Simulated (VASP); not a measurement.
Runs of VASP 6.6.1 on WS2. The structure is that of space group P6_3/mmc (No. 194), or close to it. The cells are those of the table. 

| task | level | cell | k mesh | cutoff (eV) | smearing | gap on the mesh (eV) | pressure (GPa) | largest force (eV/Å) |
| --- | --- | --- | --- | --- | --- | --- | --- | --- |
| single point | PBE+D3(BJ) | a = 3.154, b = 3.154, c = 12.141 Å, angles 90.0, 90.0, 120.0°, 6 atoms | 12 × 12 × 4 | 520 | gaussian 0.02 eV | 0.91 | 0.0 | - |
| relaxation of cell and atoms | PBE+D3(BJ) | relaxed from a = 3.191, b = 3.191, c = 12.411 Å, angles 90.0, 90.0, 120.0°, 6 atoms | 12 × 12 × 4 | 600 | gaussian 0.02 eV | 0.91 | 0.0 | - |
| single point | r2SCAN | a = 3.154, b = 3.154, c = 12.141 Å, angles 90.0, 90.0, 120.0°, 6 atoms | 12 × 12 × 4 | 520 | gaussian 0.02 eV | 1.01 | 2.4 | 0.26 |
| single point | PBE+D3(BJ) | a = 3.191, b = 3.191, c = 12.411 Å, angles 90.0, 90.0, 120.0°, 6 atoms | 6 × 6 × 2 | 520 | gaussian 0.1 eV | 1.01 | (a) | 0.22 |

Alike in all rows: potentials or basis VASP PAW PBE potentials, release 64 (W_sv, S); no spin polarisation.

Problem. Fill in the values left out.

Solution. (a) -3.9.

Caveats: spin-orbit coupling is left out, which moves the levels of the heavy elements; the PAW data sets were made with another functional, which shifts forces and pressure a little (some runs).

A k mesh can miss the band edges, and the runs leave out spin-orbit coupling on W.
